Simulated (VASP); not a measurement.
Crystal: BeS.

```
CELL_PARAMETERS angstrom
3.30024 0.00000 0.00000
-1.65012 2.85809 0.00000
0.00000 0.00000 5.25522
ATOMIC_POSITIONS crystal
Be 0.00000 0.00000 0.00000
Be 0.00000 0.00000 0.50000
S 0.33333 0.66667 0.25000
S 0.66667 0.33333 0.75000
```

Base run:

| Property | Result |
| --- | --- |
| Program | VASP 6.6.1 |
| Functional | r2SCAN |
| Potentials or basis | VASP PAW PBE potentials, release 64 (Be, S) |
| Cutoff | 520 eV |
| k mesh | 12 × 12 × 6 |
| Occupations | gaussian, width 0.01 eV |
| Spin | no spin polarisation |

Its results: band gap on the k mesh 1.81 eV, indirect (least direct gap 4.04 eV); pressure -0.1 GPa.

The run is repeated on the same cell with these changes: functional from r2SCAN to LDA; potentials or basis from VASP PAW PBE potentials, release 64 (Be, S) to VASP PAW LDA potentials, release 64 (Be, S). What comes out?

Band gap on the k mesh 1.45 eV, indirect (least direct gap 3.35 eV); pressure -5.4 GPa.

Caveats: the PAW data sets were made with another functional, which shifts forces and pressure a little (some runs).

A k mesh can miss the band edges.
